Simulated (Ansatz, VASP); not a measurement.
# RbAl2: VASP beside Ansatz

INCAR

```
PREC = Accurate
ENCUT = 600
EDIFF = 1E-6
ISMEAR = 0
SIGMA = 0.1
LREAL = False
LASPH = True
NELM = 80
ALGO = Fast
ISIF = 3
LWAVE = False
LCHARG = False
GGA = PE
IBRION = 2
NSW = 100
EDIFFG = -0.01
```

KPOINTS

```
Automatic mesh
0
Gamma
  12 12 8
```

Contents of POSCAR:

```
RbAl2
1.0
    4.5694440597      0.0000000000      0.0000000000
   -2.2847220299      3.9572546369      0.0000000000
    0.0000000000      0.0000000000      5.8381782478
Rb Al
1 2
Direct
    0.0000000000      0.0000000000      0.0000000000
    0.3333333333      0.6666666667      0.5000000000
    0.6666666667      0.3333333333      0.5000000000
```

Input for Ansatz:

```yaml
crystal:
  lattice:
    - [4.5694440597, 0.0, 0.0]
    - [-2.2847220299, 3.9572546369, 0.0]
    - [0.0, 0.0, 5.8381782478]
  atoms:
    - { symbol: Rb, position: [0.0, 0.0, 0.0] }
    - { symbol: Al, position: [0.3333333333, 0.6666666667, 0.5] }
    - { symbol: Al, position: [0.6666666667, 0.3333333333, 0.5] }
basis:
  ecutwfc: 420
kpoints:
  mp_grid: { grid: [12, 12, 8] }
hamiltonian:
  xc: pbe
scf:
  occupations: { method: gaussian, width: 0.1 }
output:
  forces: true
  stress: true
  eigenvalues: true
  write_density: true
  write_potential: true
  elf: true
  volumetric_format: npy
relax:
  adjacent_minimum: "off"
  f_tol: 0.01
  max_steps: 80
  cell: { stress_tol: 0.05 }
```

Change from the starting cell: species swapped into the CeCd2 type (P6/mmm, No. 191).

Alike in both runs: task relaxation of cell and atoms; functional PBE; k mesh 12 × 12 × 8; occupations gaussian, width 0.1 eV; no spin polarisation.

|  | VASP | Ansatz |
| --- | --- | --- |
| version | VASP 6.6.1 | Ansatz 0.2.0 |
| potentials or method | VASP PAW PBE potentials, release 64 (Rb_sv, Al), cutoff 600 eV | scalar-relativistic, plane waves, PAW |
| valence electrons in the cell | 15 | 15 |

Ansatz gave:

* gap on the k mesh at the Fermi level, each at its own relaxed structure (eV): none
* relaxed volume (Å³/atom): 35.41
* relaxed cell length with the largest relative difference (Å): 5.955

Question: Estimate VASP's values.

Answer: gap on the k mesh at the Fermi level, each at its own relaxed structure (eV): none; relaxed volume (Å³/atom): 35.42; relaxed cell length with the largest relative difference (Å): 5.964.

A gap of «none» marks a metal or a gap that the smearing closes.
